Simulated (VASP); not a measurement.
**TaMn2N3: single point with PBE**

Crystal: TaMn2N3.

```
CELL_PARAMETERS angstrom
4.65759 0.00000 0.00000
-2.32880 4.03359 0.00000
0.00000 0.00000 4.01489
ATOMIC_POSITIONS crystal
Ta 0.00000 0.00000 0.00000
Mn 0.33333 0.66667 0.19620
Mn 0.66667 0.33333 0.80380
N 0.50000 0.00000 0.00000
N 0.00000 0.50000 0.00000
N 0.50000 0.50000 0.00000
```

```
Program                : VASP 6.6.1
Task                   : single point
Functional             : PBE
Potentials or basis    : VASP PAW PBE potentials, release 64 (Ta_pv, Mn_pv, N)
Cutoff                 : 520 eV
k mesh                 : 6 × 6 × 4
Occupations            : gaussian, width 0.1 eV
Spin                   : collinear spin, antiferromagnetic start
Starting moments       : [0.0, -4.0, 4.0, 0.0, 0.0, 0.0] μB
Dipole correction      : no
Further INCAR settings : ALGO = Normal; EDIFF = 1e-06; NBANDS = 39
```

| Quantity | Value |
| --- | --- |
| Pressure | 49.1 GPa |
| Largest force | 11.320 eV/Å |
| Band gap on the k mesh | zero (filled and empty bands overlap) |
| Net moment | 0.00 μB per cell |
| Valence electrons inside the program's atomic spheres | Ta 8.61; Mn 13.22; N 3.89 |

Forces on the atoms (eV/Å):
```
Ta    0.000   0.000   0.000
Mn    0.000   0.000  11.320
Mn    0.000   0.000 -11.320
N     0.000   0.000   0.000
N     0.000   0.000   0.000
N     0.000   0.000   0.000
```

Stress tensor (GPa, compression positive):
```
59.48  0.00  0.00
 0.00 59.48  0.00
 0.00  0.00 28.23
```

Levels at points of the mesh, in eV from the Fermi level:
Spin up:
| k point | band 23 | band 24 | band 25 | band 26 | band 27 | band 28 | band 29 | band 30 |
| --- | --- | --- | --- | --- | --- | --- | --- | --- |
| (0.00, 0.00, 0.00) | -2.60 | -1.87 | -1.56 | -1.01 | -1.01 | 0.62 | 0.62 | 2.23 |
| (0.50, 0.00, 0.00) | -1.62 | -0.93 | -0.32 | 0.22 | 0.70 | 0.85 | 1.81 | 1.93 |
| (0.00, 0.00, 0.50) | -1.85 | -1.34 | -0.92 | -0.71 | -0.71 | 0.39 | 0.39 | 1.55 |
| (0.50, 0.00, 0.50) | -1.14 | -0.75 | -0.74 | 0.20 | 0.59 | 1.50 | 1.88 | 1.89 |
Spin down:
```
           k point  band 22  band 23  band 24  band 25  band 26  band 27  band 28  band 29  band 30  band 31
(0.00, 0.00, 0.00)    -2.62    -2.60    -1.87    -1.56    -1.01    -1.01     0.62     0.62     2.23     2.36
(0.50, 0.00, 0.00)    -2.15    -1.62    -0.93    -0.32     0.22     0.70     0.85     1.81     1.93     1.97
(0.00, 0.00, 0.50)    -2.81    -1.85    -1.34    -0.92    -0.71    -0.71     0.39     0.39     1.55     2.55
(0.50, 0.00, 0.50)    -1.65    -1.14    -0.75    -0.74     0.20     0.59     1.50     1.88     1.89     2.29
```

Wall time 5.7 min on 1 thread of Oxide Virtual Turin-like Processor, with other jobs on the host, peak memory 0.25 GiB.

Caveat: the k points lie up to 0.39 Å⁻¹ apart; the starting moments collapsed, and a magnetic state may lie lower; spin-orbit coupling is left out, which moves the levels of the heavy elements; forces of over 1 eV/Å act on the atoms, so gaps and moduli don't describe the material at rest. With open d or f shells a metallic result of PBE can be an artefact of self-interaction; +U or a hybrid may open a gap.
